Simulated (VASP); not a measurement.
A run of VASP 6.6.1 is set up as follows.

The input INCAR:

```
ALGO     = Normal         # electronic algorithm
DIPOL    = 0.5 0.5 0.500
EDIFF    = 1E-6           # SCF threshold, eV
ENCUT    = 520            # plane-wave cutoff, eV
GGA      = PE             # functional
IDIPOL   = 3            
ISIF     = 2              # what is computed and relaxed
ISMEAR   = 0              # smearing method
LASPH    = T              # aspherical terms in the spheres
LCHARG   = F              # write CHGCAR
LDIPOL   = T            
LREAL    = F              # projectors in reciprocal space
LWAVE    = F              # write WAVECAR
NBANDS   = 21             # bands
NELM     = 100            # most SCF steps
PREC     = Accurate       # precision mode
SIGMA    = 0.1            # smearing width, eV
```

File KPOINTS:

```
k-points
0
Gamma
  12 12 1
```

Contents of POSCAR:

```
Ge
1.0
    3.9210000000      0.0000000000      0.0000000000
   -1.9605000000      3.3956856082      0.0000000000
    0.0000000000      0.0000000000     28.0000000000
Ge
2
Direct
    0.3333333333      0.6666666667      0.5129821429
    0.6666666667      0.3333333333      0.4870178571
```

Potentials or basis: VASP PAW PBE potentials, release 64 (Ge_d).

Command:

```sh
$ cat potpaw_PBE.64/Ge_d/POTCAR > POTCAR
$ mpirun -np 1 vasp_std > vasp.out
```

Problem. What does it give for the largest force?

Solution. 0.006 eV/Å.

Problem. Predict the band gap on the k mesh.

Solution. Zero (filled and empty bands touch).

Forces on the atoms (eV/Å):
```
Ge   0.000  0.000  0.006
Ge   0.000  0.000 -0.006
```
